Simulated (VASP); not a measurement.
# Ge (P6_3/mmc) in VASP: a series of runs

The runs below take Ge through electric field gradients, with PBE.

Everything below comes from runs of VASP 6.6.1. Logs are shortened: lines on timing, memory, paths and dates and some standing lists are left out, and cuts for length are marked.

## (1) The cell of the first run

Symmetry: P6_3/mmc, No. 194, hexagonal system. Conventional cell: a = 2.916 Å, b = 2.916 Å, c = 4.951 Å, α = 90.00°, β = 90.00°, γ = 120.00°. Ge (site symmetry -6m2) has 12 Ge at 2.92 to 2.99 Å within 3.8 Å.

This isn't the form of Ge at room conditions, which is diamond.

## (2) Electric field gradients, PBE (18.23 Å³/atom)

Input file INCAR:

```
PREC     = Accurate       # precision mode
ENCUT    = 520            # plane-wave cutoff, eV
EDIFF    = 1E-8           # SCF threshold, eV
ISMEAR   = -1             # smearing method
SIGMA    = 0.05           # smearing width, eV
LREAL    = False          # projectors in reciprocal space
LASPH    = True           # aspherical terms in the spheres
NELM     = 100            # most SCF steps
ALGO     = Normal         # electronic algorithm
ISIF     = 2              # what is computed and relaxed
LWAVE    = False          # write WAVECAR
LCHARG   = False          # write CHGCAR
GGA      = PE             # functional
LEFG     = True         
NBANDS   = 21             # bands
```

Input file KPOINTS:

```
regular mesh
0
Gamma
  15 15 8
```

Input file POSCAR:

```
Ge
1.0
    2.9157300969      0.0000000000      0.0000000000
   -1.4578650484      2.5250963345      0.0000000000
    0.0000000000      0.0000000000      4.9512115212
Ge
2
Direct
    0.3333333333      0.6666666667      0.2500000000
    0.6666666667      0.3333333333      0.7500000000
```

Potentials or basis: VASP PAW PBE potentials, release 64 (Ge_d).

The run is started by

```sh
> cat potpaw_PBE.64/Ge_d/POTCAR > POTCAR
> mpirun -np 1 vasp_std > vasp.out
```

OUTCAR:

```text
PREC = Accurate
   ENCUT = 520
   EDIFF = 1E-8
   ISMEAR = -1
   LREAL = False
   LASPH = True
   NELM = 100
   ISIF = 2
   GGA = PE

 ion  position               nearest neighbor table
   1  0.333  0.667  0.250-
   2  0.667  0.333  0.750-

  LATTYP: Found a hexagonal cell.
 ALAT       =     2.9157300969
 C/A-ratio  =     1.6981035132

  Lattice vectors:

 A1 = (   2.9157300969,   0.0000000000,   0.0000000000)
 A2 = (  -1.4578650484,   2.5250963345,   0.0000000000)
 A3 = (   0.0000000000,   0.0000000000,   4.9512115212)

Analysis of symmetry for initial positions (statically):
=====================================================================
 Subroutine PRICEL returns:
 Original cell was already a primitive cell.

 Routine SETGRP: Setting up the symmetry group for a
 hexagonal supercell.

 Subroutine GETGRP returns: Found 24 space group operations
 (whereof 12 operations were pure point group operations)
 out of a pool of 24 trial point group operations.

The static configuration has the point symmetry D_3d.
 The point group associated with its full space group is D_6h.

Analysis of symmetry for dynamics (positions and initial velocities):
=====================================================================
 Subroutine PRICEL returns:
 Original cell was already a primitive cell.

 Routine SETGRP: Setting up the symmetry group for a
 hexagonal supercell.

 Subroutine GETGRP returns: Found 24 space group operations
 (whereof 12 operations were pure point group operations)
 out of a pool of 24 trial point group operations.

The dynamic configuration has the point symmetry D_3d.
 The point group associated with its full space group is D_6h.

 Subroutine INISYM returns: Found 24 space group operations
 (whereof 12 operations are pure point group operations),
 and found     1 'primitive' translations

----------------------------------------------------------------------------------------

                                     Primitive cell

  volume of cell :      36.4533

  direct lattice vectors                    reciprocal lattice vectors
     2.915730097  0.000000000  0.000000000     0.342967273  0.198012247  0.000000000
    -1.457865048  2.525096335  0.000000000     0.000000000  0.396024495  0.000000000
     0.000000000  0.000000000  4.951211521     0.000000000  0.000000000  0.201970769

  length of vectors
     2.915730097  2.915730097  4.951211521     0.396024495  0.396024495  0.201970769

  position of ions in fractional coordinates (direct lattice)
     0.333333333  0.666666667  0.250000000
     0.666666667  0.333333333  0.750000000

  ion indices of the primitive-cell ions
   primitive index   ion index
                 1           1
                 2           2

----------------------------------------------------------------------------------------

 KPOINTS: regular mesh

Automatic generation of k-mesh.
 Grid dimensions read from file:
 generate k-points for:   15   15    8

 Generating k-lattice:

  Cartesian coordinates                     Fractional coordinates (reciprocal lattice)
     0.022864485  0.013200816  0.000000000     0.066666667  0.000000000  0.000000000
     0.000000000  0.026401633  0.000000000     0.000000000  0.066666667  0.000000000
     0.000000000  0.000000000  0.025246346     0.000000000  0.000000000  0.125000000

  Length of vectors
     0.026401633  0.026401633  0.025246346

  Shift w.r.t. Gamma in fractional coordinates (k-lattice)
     0.000000000  0.000000000  0.000000000

 Subroutine IBZKPT returns following result:
 ===========================================

 Found    135 irreducible k-points:

 Following reciprocal coordinates:
            Coordinates               Weight
  0.000000  0.000000  0.000000      1.000000
  0.066667  0.000000  0.000000      6.000000
  0.133333  0.000000  0.000000      6.000000
  0.200000  0.000000  0.000000      6.000000
  0.266667  0.000000  0.000000      6.000000
  0.333333 -0.000000  0.000000      6.000000
[... 16 lines left out ...]
  0.333333  0.200000  0.000000     12.000000
  0.400000  0.200000  0.000000      6.000000
 [... further k-points ...]
   k-points           NKPTS =    135   k-points in BZ     NKDIM =    135   number of bands    NBANDS=     21
   number of dos      NEDOS =    301   number of ions     NIONS =      2
   total plane-waves  NPLWV =  23040
   dimension x,y,z NGX =    24 NGY =   24 NGZ =   40
   dimension x,y,z NGXF=    48 NGYF=   48 NGZF=   80
   ions per type =               2
   NGX,Y,Z   is equivalent  to a cutoff of  13.68, 13.68, 13.43 a.u.
   NGXF,Y,Z  is equivalent  to a cutoff of  27.37, 27.37, 26.86 a.u.
 SYSTEM =  unknown system
   PREC   = accura    normal or accurate (medium, high low for compatibility)
   ISTART =      0    job   : 0-new  1-cont  2-samecut
   ICHARG =      2    charge: 1-file 2-atom 10-const
   ISPIN  =      1    spin polarized calculation?
   LNONCOLLINEAR =      F non collinear calculations
   LSORBIT =      F    spin-orbit coupling
   LASPH  =      T    aspherical Exc in radial PAW
   ENCUT  =  520.0 eV  38.22 Ry    6.18 a.u.   5.42  5.42  9.21*2*pi/ulx,y,z
   NELM   =    100;   NELMIN=  2; NELMDL= -5     # of ELM steps
   EDIFF  = 0.1E-07   stopping-criterion for ELM
   LREAL  =      F    real-space projection
   EDIFFG = 0.1E-06   stopping-criterion for IOM
   NSW    =      0    number of steps for IOM
   IBRION =     -1    ionic relax: 0-MD 1-quasi-New 2-CG
   NFREE  =      0    steps in history (QN), initial steepest desc. (CG)
   ISIF   =      2    stress and relaxation
   ISYM   =      2    0-nonsym 1-usesym 2-fastsym
   POTIM  = 0.5000    time-step for ionic-motion
   TEBEG  =    0.0;   TEEND  =   0.0 temperature during run
   PSTRESS=    0.0 pullay stress
   NELECT =      28.0000    total number of electrons
   NUPDOWN=      -1.0000    fix difference up-down
   EMIN   =  10.00;   EMAX   =-10.00  energy-range for DOS
   EFERMI =   0.00;   METHOD = LEGACY
   ISMEAR =    -1;   SIGMA  =   0.05  broadening in eV -4-tet -1-fermi 0-gaus
   EFERMI_NEDOS =   21; number of points for ismear=-14 and -15
   IALGO  =     38    algorithm
   IMIX   =      4    mixing-type and parameters
     AMIX     =   0.40;   BMIX     =  1.00
     AMIX_MAG =   1.60;   BMIX_MAG =  1.00
  volume/ion in A,a.u.               =      18.23       123.00
  Fermi-wavevector in a.u.,A,eV,Ry     =   1.499277  2.833223 30.583611  2.247832
  Thomas-Fermi vector in A             =   2.610928
   LORBIT       =      0    0 simple, 1 ext, 2 COOP (PROOUT), +10 PAW based schemes
   GGA     = PE    functional components
   LHFCALC =     F    Hartree Fock is set to
   AEXX    =    0.0000 exact exchange contribution
   IVDW    =     0    specifies the selected vdW correction
   LEPSILON=     F    determine dielectric tensor
   LRPA    =     F    only Hartree local field effects (RPA)
 non-spin polarized calculation
  energy-cutoff  :      520.00
  volume of cell :       36.45
 maximum number of plane-waves:      1010
 NGX is ok and might be reduce to    24
   NGX = 11   NGY = 11   NGZ = 19

 number of electron      27.9999980 magnetization

 Free energy of the ion-electron system (eV)
  ---------------------------------------------------
  ext. energy  EPLUGINS =         0.00000000
  ---------------------------------------------------
  free energy    TOTEN  =        -8.35592250 eV

  energy without entropy =       -8.34831862  energy(sigma->0) =       -8.35212056

 E-fermi :   7.1373     XC(G=0): -11.4728

 val. band max:        7.1316354197   @ k =   0.2667   0.0000   0.2500
 cond. band min:       7.1399922415   @ k =   0.2000   0.2000   0.2500
 fundamental gap:      0.0083568218
 Fermi energy:         7.1372572863

 k-point     1 :       0.0000    0.0000    0.0000
  band No.  band energies     occupation
      1     -17.5863      2.00000
      2     -17.5834      2.00000
      3     -17.5746      2.00000
      4     -17.5746      2.00000
      5     -17.5676      2.00000
      6     -17.5676      2.00000
[... 13 lines left out ...]
     20      20.0881      0.00000
     21      21.8171      0.00000

 k-point     2 :       0.0667    0.0000    0.0000
  band No.  band energies     occupation
      1     -17.5867      2.00000
      2     -17.5821      2.00000
      3     -17.5726      2.00000
      4     -17.5699      2.00000
      5     -17.5662      2.00000
      6     -17.5630      2.00000
[... 520 lines left out ...]
 k-point    24 :       0.4000    0.2000    0.0000
  band No.  band energies     occupation
      1     -17.5985      2.00000
      2     -17.5964      2.00000
      3     -17.5564      2.00000
      4     -17.5562      2.00000
      5     -17.5362      2.00000
      6     -17.5210      2.00000
[... 13 lines left out ...]
     20      20.1180      0.00000
     21      23.5015      0.00000

 [... further k-points ...]

------------------------ aborting loop because EDIFF is reached ----------------------------------------

  FORCE on cell =-STRESS in cart. coord.  units (eV):
  Direction    XX          YY          ZZ          XY          YZ          ZX
  --------------------------------------------------------------------------------------
  -------------------------------------------------------------------------------------
  Total        1.0751805      1.0751805      0.9723903      0.0000000      0.0000000     -0.0000000
  in kB       47.2558097     47.2558097     42.7380238      0.0000000      0.0000000     -0.0000000
  external PRESSURE =      45.7498811 kB  Pullay stress =       0.0000000 kB

 VOLUME and BASIS-vectors are now :
 -----------------------------------------------------------------------------
  energy-cutoff  :      520.00
  volume of cell :       36.45
      direct lattice vectors                 reciprocal lattice vectors
     2.915730097  0.000000000  0.000000000     0.342967273  0.198012247  0.000000000
    -1.457865048  2.525096335  0.000000000     0.000000000  0.396024495  0.000000000
     0.000000000  0.000000000  4.951211521     0.000000000  0.000000000  0.201970769

 POSITION                                       TOTAL-FORCE (eV/Angst)
 -----------------------------------------------------------------------------------
     -0.00000      1.68340      1.23780         0.000000      0.000000      0.000000
      1.45787      0.84170      3.71341        -0.000000     -0.000000      0.000000
 -----------------------------------------------------------------------------------
    total drift:                               -0.000000      0.000000     -0.000000

  FREE ENERGIE OF THE ION-ELECTRON SYSTEM (eV)
  ---------------------------------------------------
  free  energy   TOTEN  =        -8.3559225010 eV

  energy  without entropy=       -8.3483186183  energy(sigma->0) =       -8.35212056

 Electric field gradients (V/A^2)
---------------------------------------------------------------------
 ion       V_xx      V_yy      V_zz      V_xy      V_xz      V_yz
---------------------------------------------------------------------
   1       1.849     1.846    -3.695    -0.003     0.000    -0.000
   2       1.849     1.846    -3.695    -0.003    -0.000     0.000
---------------------------------------------------------------------

 Electric field gradients after diagonalization (V/A^2)
 (convention: |V_zz| > |V_xx| > |V_yy|)
----------------------------------------------------------------------
 ion       V_xx      V_yy      V_zz     asymmetry (V_yy - V_xx)/ V_zz
----------------------------------------------------------------------
   1       1.851     1.844    -3.695       0.002
   2       1.851     1.844    -3.695       0.002
----------------------------------------------------------------------

           NMR quadrupolar parameters

 Cq : quadrupolar parameter    Cq=e*Q*V_zz/h
 eta: asymmetry parameters     (V_yy - V_xx)/ V_zz
 Q  : nuclear electric quadrupole moment in mb (millibarn)
----------------------------------------------------------------------
 ion       Cq(MHz)       eta       Q (mb)
----------------------------------------------------------------------
   1      -0.009       0.002       1.000
   2      -0.009       0.002       1.000
----------------------------------------------------------------------
```

Run time: 71 s. Hardware: 1 thread of Intel Xeon 8259CL, shared host; peak memory 0.21 GiB.

Results:

```yaml
Free_energy: -8.3559 eV
Pressure: 4.6 GPa
Band_gap_on_the_k_mesh: zero (bands 14 and 15 overlap by 10.73 eV)
Largest_electric_field_gradient_by_atom: Ge -3.7 V/Å²
```

Electric field gradients, principal values (V/Å²):
| atom | least | middle | greatest (by size) |
| --- | --- | --- | --- |
| 1 Ge | 1.844 | 1.851 | -3.695 |
| 2 Ge | 1.844 | 1.851 | -3.695 |

Caveat: the cell stands under pressure; without QUAD_EFG the Cq values of the log hold for a quadrupole moment of 1 mb, not for the nuclei.

(Part 1 of 3 ends here.)
